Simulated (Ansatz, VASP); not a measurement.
**Two plane-wave programs on Si23H4O48**

```xyz
75
Lattice="9.8316 0.0000 0.0000 -4.9158 8.5144 0.0000 0.0000 0.0000 10.8182" Properties=species:S:1:pos:R:3 pbc="T T T"
Si    2.6187    0.0083    1.7685
Si   -1.3010    2.3020    3.6317
Si    1.1100    2.0044    0.0011
Si   -2.2959    8.4953    7.1795
Si    8.4555    2.2679    9.0335
Si    1.1607    1.9456    5.4281
Si    0.1663    4.2805    1.8089
Si    6.0560    6.5358    3.6041
Si   -1.3042    6.2413   10.7820
Si    6.0521    6.5279    9.0085
Si   -1.3113    6.2633    5.3834
Si    7.5418    0.0366    1.8092
Si    3.5876    2.2741    3.5985
Si    6.0035    1.9755    0.0032
Si    7.5222    0.0105    7.2147
Si    3.5560    2.2628    9.0010
Si    6.0550    1.9907    5.4008
Si    5.0609    4.2643    1.8099
Si    1.1405    6.5592    3.5922
Si    3.6046    6.2743    0.0131
Si    5.0477    4.2535    7.2086
Si    1.1802    6.5494    8.9967
Si    3.5886    6.2623    5.4057
O    -0.3396    1.7593    4.8275
O     1.1130    3.1148    1.1890
O    -0.7587    3.7016    3.0146
O     1.6469    0.5951    0.5993
O     2.1154    2.5070    4.2338
O     3.5540    1.1785    2.3946
O    -0.3884    1.7869   10.2309
O     1.2584    2.9951    6.6710
O    -0.7751    3.6528    8.4174
O     1.6812    0.4890    5.9493
O     2.0700    2.5188    9.6062
O     3.5419    1.1618    7.8078
O    -2.8046    6.0139    4.8015
O    -1.3281    7.3940    1.1159
O    -3.2266    7.9187    2.9590
O    -0.7949    4.8520    0.6276
O    -0.3512    6.8064    4.1821
O     1.1203    5.4550    2.3964
O    -2.7995    6.0025   10.1946
O    -1.3057    7.3593    6.5885
O    -3.2443    7.9187    8.3722
O    -0.7779    4.8528    6.0088
O    -0.3357    6.7013    9.5566
O     1.3099    5.5210    7.7275
O     4.5815    1.7426    4.7729
O     5.9902    3.0897    1.1868
O     4.1085    3.6883    2.9951
O     6.5740    0.5885    0.6201
O     7.0417    2.5475    4.2342
O     8.4842    1.2054    2.4246
O     4.5170    1.7422   10.2090
O     5.9999    3.0845    6.6096
O     4.0722    3.6809    8.3860
O     6.5952    0.5883    6.0093
O     6.9573    2.4923    9.6089
O     8.4793    1.1633    7.8377
O     2.1092    6.0271    4.7849
O     3.5862    7.3948    1.1915
O     1.6874    7.9663    2.9997
O     4.1269    4.8655    0.6213
O     4.5739    6.7870    4.2190
O     6.0246    5.4119    2.4274
O     2.1163    6.0368   10.2273
O     3.5609    7.3612    6.6070
O     1.6433    7.9978    8.4195
O     4.1211    4.8526    6.0161
O     4.5724    6.7827    9.6247
O     6.0146    5.3940    7.8391
H     1.7541    4.6639    7.8469
H     0.6643    3.0244    7.1756
H     0.1014    4.9807    6.4437
H    -1.2142    4.0841    7.6480
```

Alike in both runs: task single point; functional r2SCAN; k mesh 1 × 1 × 1; occupations gaussian, width 0.02 eV; no spin polarisation.

```csv
,VASP,Ansatz
version,VASP 6.6.1,Ansatz 0.2.0
potentials or method,"VASP PAW PBE potentials, release 64 (Si, O, H)","scalar-relativistic, plane waves, PAW"
plane-wave cutoff (eV),520,500
valence electrons in the cell,384,384
```

Ansatz gave:

```
gap on the k mesh at the Fermi level (eV) : 6.47
least direct gap on the mesh (eV)         : 6.47
```

Q: What did VASP give for the same quantities?

A: gap on the k mesh at the Fermi level (eV): 6.46; least direct gap on the mesh (eV): 6.46.

VASP's potentials were made for PBE, not for r2SCAN.
